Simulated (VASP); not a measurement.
# Al (Fm-3m) in VASP: a series of runs

Al is run at these levels: PBE; tasks: relaxation of cell and atoms, single point.

All numbers are computed with VASP 6.6.1; they aren't measurements. Logs are shortened: lines on timing, memory, paths and dates and some standing lists are left out, and cuts for length are marked.

### Step 1. The cell of the first run

The structure is cubic, space group Fm-3m (No. 225). The conventional cell has a = 3.742 Å, b = 3.742 Å, c = 3.742 Å, α = 90.00°, β = 90.00°, γ = 90.00°. Within 3.5 Å of Al (site symmetry m-3m) lie 12 Al at 2.65 Å.

### Step 2. Relaxation of cell and atoms, PBE, target pressure 30 GPa, at which the enthalpy is minimised

The input, INCAR:

```
ALGO = Normal
EDIFF = 1E-6
EDIFFG = -0.005
ENCUT = 600
GGA = PE
IBRION = 2
ISIF = 3
ISMEAR = -1
LASPH = True
LCHARG = False
LREAL = False
LWAVE = False
NELM = 80
NSW = 32
PREC = Accurate
PSTRESS = 300.0
SIGMA = 0.08
```

The input, KPOINTS:

```
k-points
0
Gamma
  18 18 18
```

The input, POSCAR:

```
Al
1.0
    0.0000000000      1.8710074278      1.8710074278
    1.8710074278      0.0000000000      1.8710074278
    1.8710074278      1.8710074278      0.0000000000
Al
1
Direct
    0.0000000000      0.0000000000      0.0000000000
```

Potentials or basis: VASP PAW PBE potentials, release 64 (Al).

The run is started by

```
$ cat potpaw_PBE.64/Al/POTCAR > POTCAR
$ mpirun -np 1 vasp_std > vasp.out
```

OUTCAR:

```text
EDIFF = 1E-6
   EDIFFG = -0.005
   ENCUT = 600
   GGA = PE
   IBRION = 2
   ISIF = 3
   ISMEAR = -1
   LASPH = True
   LREAL = False
   NELM = 80
   NSW = 32
   PREC = Accurate
   PSTRESS = 300.0

 ion  position               nearest neighbor table
   1  0.000  0.000  0.000-

  LATTYP: Found a face centered cubic cell.
 ALAT       =     3.7420148556

  Lattice vectors:

 A1 = (   0.0000000000,   1.8710074278,   1.8710074278)
 A2 = (   1.8710074278,   0.0000000000,   1.8710074278)
 A3 = (   1.8710074278,   1.8710074278,   0.0000000000)

Analysis of symmetry for initial positions (statically):
=====================================================================
 Subroutine PRICEL returns:
 Original cell was already a primitive cell.

 Routine SETGRP: Setting up the symmetry group for a
 face centered cubic supercell.

 Subroutine GETGRP returns: Found 48 space group operations
 (whereof 48 operations were pure point group operations)
 out of a pool of 48 trial point group operations.

The static configuration has the point symmetry O_h .

Analysis of symmetry for dynamics (positions and initial velocities):
=====================================================================
 Subroutine PRICEL returns:
 Original cell was already a primitive cell.

 Routine SETGRP: Setting up the symmetry group for a
 face centered cubic supercell.

 Subroutine GETGRP returns: Found 48 space group operations
 (whereof 48 operations were pure point group operations)
 out of a pool of 48 trial point group operations.

The dynamic configuration has the point symmetry O_h .

 Subroutine INISYM returns: Found 48 space group operations
 (whereof 48 operations are pure point group operations),
 and found     1 'primitive' translations

----------------------------------------------------------------------------------------

                                     Primitive cell

  volume of cell :      13.0996

  direct lattice vectors                    reciprocal lattice vectors
     0.000000000  1.871007428  1.871007428    -0.267235711  0.267235711  0.267235711
     1.871007428  0.000000000  1.871007428     0.267235711 -0.267235711  0.267235711
     1.871007428  1.871007428  0.000000000     0.267235711  0.267235711 -0.267235711

  length of vectors
     2.646004080  2.646004080  2.646004080     0.462865829  0.462865829  0.462865829

  position of ions in fractional coordinates (direct lattice)
     0.000000000  0.000000000  0.000000000

  ion indices of the primitive-cell ions
   primitive index   ion index
                 1           1

----------------------------------------------------------------------------------------

 KPOINTS: k-points

Automatic generation of k-mesh.
 Grid dimensions read from file:
 generate k-points for:   18   18   18

 Generating k-lattice:

  Cartesian coordinates                     Fractional coordinates (reciprocal lattice)
    -0.014846428  0.014846428  0.014846428     0.055555556  0.000000000  0.000000000
     0.014846428 -0.014846428  0.014846428     0.000000000  0.055555556  0.000000000
     0.014846428  0.014846428 -0.014846428     0.000000000  0.000000000  0.055555556

  Length of vectors
     0.025714768  0.025714768  0.025714768

  Shift w.r.t. Gamma in fractional coordinates (k-lattice)
     0.000000000  0.000000000  0.000000000

 Subroutine IBZKPT returns following result:
 ===========================================

 Found    195 irreducible k-points:

 Following reciprocal coordinates:
            Coordinates               Weight
  0.000000  0.000000  0.000000      1.000000
  0.055556  0.000000  0.000000      8.000000
  0.111111  0.000000  0.000000      8.000000
  0.166667  0.000000  0.000000      8.000000
  0.222222  0.000000  0.000000      8.000000
  0.277778  0.000000  0.000000      8.000000
[... 16 lines left out ...]
 -0.277778  0.055556  0.000000     24.000000
 -0.222222  0.055556  0.000000     24.000000
 [... further k-points ...]
   k-points           NKPTS =    195   k-points in BZ     NKDIM =    195   number of bands    NBANDS=      5
   number of dos      NEDOS =    301   number of ions     NIONS =      1
   total plane-waves  NPLWV =  13824
   dimension x,y,z NGX =    24 NGY =   24 NGZ =   24
   dimension x,y,z NGXF=    48 NGYF=   48 NGZF=   48
   ions per type =               1
   NGX,Y,Z   is equivalent  to a cutoff of  15.08, 15.08, 15.08 a.u.
   NGXF,Y,Z  is equivalent  to a cutoff of  30.16, 30.16, 30.16 a.u.
 SYSTEM =  unknown system
   PREC   = accura    normal or accurate (medium, high low for compatibility)
   ISTART =      0    job   : 0-new  1-cont  2-samecut
   ICHARG =      2    charge: 1-file 2-atom 10-const
   ISPIN  =      1    spin polarized calculation?
   LNONCOLLINEAR =      F non collinear calculations
   LSORBIT =      F    spin-orbit coupling
   LASPH  =      T    aspherical Exc in radial PAW
   ENCUT  =  600.0 eV  44.10 Ry    6.64 a.u.   5.28  5.28  5.28*2*pi/ulx,y,z
   NELM   =     80;   NELMIN=  2; NELMDL= -5     # of ELM steps
   EDIFF  = 0.1E-05   stopping-criterion for ELM
   LREAL  =      F    real-space projection
   EDIFFG = -.5E-02   stopping-criterion for IOM
   NSW    =     32    number of steps for IOM
   IBRION =      2    ionic relax: 0-MD 1-quasi-New 2-CG
   NFREE  =      1    steps in history (QN), initial steepest desc. (CG)
   ISIF   =      3    stress and relaxation
   ISYM   =      2    0-nonsym 1-usesym 2-fastsym
   POTIM  = 0.5000    time-step for ionic-motion
   TEBEG  =    0.0;   TEEND  =   0.0 temperature during run
   PSTRESS=  300.0 pullay stress
   NELECT =       3.0000    total number of electrons
   NUPDOWN=      -1.0000    fix difference up-down
   EMIN   =  10.00;   EMAX   =-10.00  energy-range for DOS
   EFERMI =   0.00;   METHOD = LEGACY
   ISMEAR =    -1;   SIGMA  =   0.08  broadening in eV -4-tet -1-fermi 0-gaus
   EFERMI_NEDOS =   21; number of points for ismear=-14 and -15
   IALGO  =     38    algorithm
   IMIX   =      4    mixing-type and parameters
     AMIX     =   0.40;   BMIX     =  1.00
     AMIX_MAG =   1.60;   BMIX_MAG =  1.00
  volume/ion in A,a.u.               =      13.10        88.40
  Fermi-wavevector in a.u.,A,eV,Ry     =   1.001605  1.892759 13.649531  1.003212
  Thomas-Fermi vector in A             =   2.134038
   LORBIT       =      0    0 simple, 1 ext, 2 COOP (PROOUT), +10 PAW based schemes
   GGA     = PE    functional components
   LHFCALC =     F    Hartree Fock is set to
   AEXX    =    0.0000 exact exchange contribution
   IVDW    =     0    specifies the selected vdW correction
   LEPSILON=     F    determine dielectric tensor
   LRPA    =     F    only Hartree local field effects (RPA)
 conjugate gradient relaxation of ions
 non-spin polarized calculation
  energy-cutoff  :      600.00
  volume of cell :       13.10
 maximum number of plane-waves:       448
 NGX is ok and might be reduce to    24
   NGX = 11   NGY = 11   NGZ = 11

 number of electron       3.0000000 magnetization

 Free energy of the ion-electron system (eV)
  ---------------------------------------------------
  ext. energy  EPLUGINS =         0.00000000
  ---------------------------------------------------
  free energy    TOTEN  =        -3.49153945 eV

  energy without entropy =       -3.48433948  energy(sigma->0) =       -3.48793947

 E-fermi :  10.6189     XC(G=0): -11.0623

 val. band max:       10.5816991930   @ k =  -0.3333   0.0556   0.0000
 cond. band min:      10.6670297878   @ k =   0.5000   0.3889   0.0000
 fundamental gap:      0.0853305948
 Fermi energy:        10.6188918005

 k-point     1 :       0.0000    0.0000    0.0000
  band No.  band energies     occupation
      1      -2.1946      2.00000
      2      24.6109      0.00000
      3      24.6109      0.00000
      4      24.6109      0.00000
      5      28.0326      0.00000

 k-point     2 :       0.0556    0.0000    0.0000
  band No.  band energies     occupation
      1      -2.0969      2.00000
      2      23.1493      0.00000
      3      24.4377      0.00000
      4      24.4377      0.00000
      5      28.1958      0.00000

 k-point     3 :       0.1111    0.0000    0.0000
  band No.  band energies     occupation
      1      -1.8044      2.00000
      2      20.7010      0.00000
      3      24.0610      0.00000
      4      24.0610      0.00000
      5      27.9727      0.00000

 k-point     4 :       0.1667    0.0000    0.0000
  band No.  band energies     occupation
      1      -1.3185      2.00000
      2      18.1808      0.00000
      3      23.6697      0.00000
      4      23.6697      0.00000
      5      27.6498      0.00000

 k-point     5 :       0.2222    0.0000    0.0000
  band No.  band energies     occupation
      1      -0.6419      2.00000
      2      15.7333      0.00000
      3      23.3532      0.00000
      4      23.3532      0.00000
      5      27.3548      0.00000

 k-point     6 :       0.2778    0.0000    0.0000
  band No.  band energies     occupation
      1       0.2219      2.00000
      2      13.4019      0.00000
      3      23.1453      0.00000
      4      23.1453      0.00000
      5      27.1549      0.00000
[... 113 lines left out ...]
 k-point    21 :      -0.3889    0.0556    0.0000
  band No.  band energies     occupation
      1       3.0165      2.00000
      2       8.5940      2.00000
      3      21.2869      0.00000
      4      23.4190      0.00000
      5      25.1291      0.00000

 k-point    22 :      -0.3333    0.0556    0.0000
  band No.  band energies     occupation
      1       1.7400      2.00000
      2      10.5817      1.22836
      3      21.1795      0.00000
      4      23.9585      0.00000
      5      25.2458      0.00000

 k-point    23 :      -0.2778    0.0556    0.0000
  band No.  band energies     occupation
      1       0.6353      2.00000
      2      12.7221      0.00000
      3      21.2211      0.00000
      4      24.3052      0.00000
      5      25.8491      0.00000

 k-point    24 :      -0.2222    0.0556    0.0000
  band No.  band energies     occupation
      1      -0.2892      2.00000
      2      14.9988      0.00000
      3      21.4137      0.00000
      4      24.5351      0.00000
      5      26.8413      0.00000

 [... further k-points ...]

------------------------ aborting loop because EDIFF is reached ----------------------------------------

  FORCE on cell =-STRESS in cart. coord.  units (eV):
  Direction    XX          YY          ZZ          XY          YZ          ZX
  --------------------------------------------------------------------------------------
  -------------------------------------------------------------------------------------
  Total        2.4497525      2.4497525      2.4497525     -0.0000000      0.0000000     -0.0000000
  in kB      299.6237673    299.6237673    299.6237673     -0.0000000      0.0000000     -0.0000000
  external PRESSURE =      -0.3762327 kB  Pullay stress =     300.0000000 kB

 VOLUME and BASIS-vectors are now :
 -----------------------------------------------------------------------------
  energy-cutoff  :      600.00
  volume of cell :       13.10
      direct lattice vectors                 reciprocal lattice vectors
     0.000000000  1.871007428  1.871007428    -0.267235711  0.267235711  0.267235711
     1.871007428  0.000000000  1.871007428     0.267235711 -0.267235711  0.267235711
     1.871007428  1.871007428  0.000000000     0.267235711  0.267235711 -0.267235711

 POSITION                                       TOTAL-FORCE (eV/Angst)
 -----------------------------------------------------------------------------------
      0.00000      0.00000      0.00000         0.000000     -0.000000      0.000000
 -----------------------------------------------------------------------------------
    total drift:                                0.000000      0.000000     -0.000000

  FREE ENERGIE OF THE ION-ELECTRON SYSTEM (eV)
  ---------------------------------------------------
  free  energy   TOTEN  =        -3.4915394512 eV

  energy  without entropy=       -3.4843394827  energy(sigma->0) =       -3.48793947

  enthalpy is  TOTEN    =        -1.0387108430 eV   P V=        2.4528286082

 reached required accuracy - stopping structural energy minimisation
```

Wall time 8.5 s (1 thread of AMD EPYC 9R45 (Zen 5), shared host); peak memory 0.11 GiB.

Results:

```yaml
Free_energy: -3.4915 eV
Pressure_after_relaxing: 30.0 GPa
```

Final structure:
```
Al
1.0
     0.00000    1.87101    1.87101
     1.87101    0.00000    1.87101
     1.87101    1.87101    0.00000
Al
1
Direct
  0.00000 0.00000 0.00000
```

Levels at points of the mesh, in eV from the Fermi level:
| k point | band 1 | band 2 | band 3 | band 4 |
| --- | --- | --- | --- | --- |
| (0.00, 0.00, 0.00) | -12.81 | 13.99 | 13.99 | 13.99 |
| (0.50, 0.00, 0.00) | -5.54 | -4.71 | 12.60 | 12.60 |
| (0.50, 0.50, 0.00) | -3.47 | -1.73 | 5.30 | 6.82 |

Caveat: the relaxation stopped at its first step, so nothing moved; the cell is relaxed towards a set pressure, so the enthalpy falls and the energy may rise.

### Step 3. Single point, PBE

The input, INCAR:

```
ALGO = Normal ; EDIFF = 1E-7
ENCUT = 520 ; GGA = PE
ISIF = 2 ; ISMEAR = -1
LASPH = T ; LCHARG = F
LREAL = F ; LWAVE = F
NBANDS = 8 ; NELM = 80
PREC = Accurate ; SIGMA = 0.08
```

KPOINTS is that of step 2.

POSCAR is that of step 2.

Potentials or basis: VASP PAW PBE potentials, release 64 (Al).

The run is started by

```
$ cat potpaw_PBE.64/Al/POTCAR > POTCAR
$ mpirun -np 1 vasp_std > vasp.out
```

Wall time 22 s (1 thread of Intel Xeon 6975P-C, shared host); peak memory 0.13 GiB.

The run converged. Its results:

```
Free energy : -3.4914 eV
Pressure    : 30.0 GPa
```

Levels at points of the mesh, in eV from the Fermi level:
```csv
k point,band 1,band 2,band 3,band 4,band 5,band 6
"(0.00, 0.00, 0.00)",-12.81,13.99,13.99,13.99,17.41,17.41
"(0.50, 0.00, 0.00)",-5.54,-4.71,12.60,12.60,14.15,14.15
"(0.50, 0.50, 0.00)",-3.47,-1.73,5.30,6.82,6.82,11.64
```
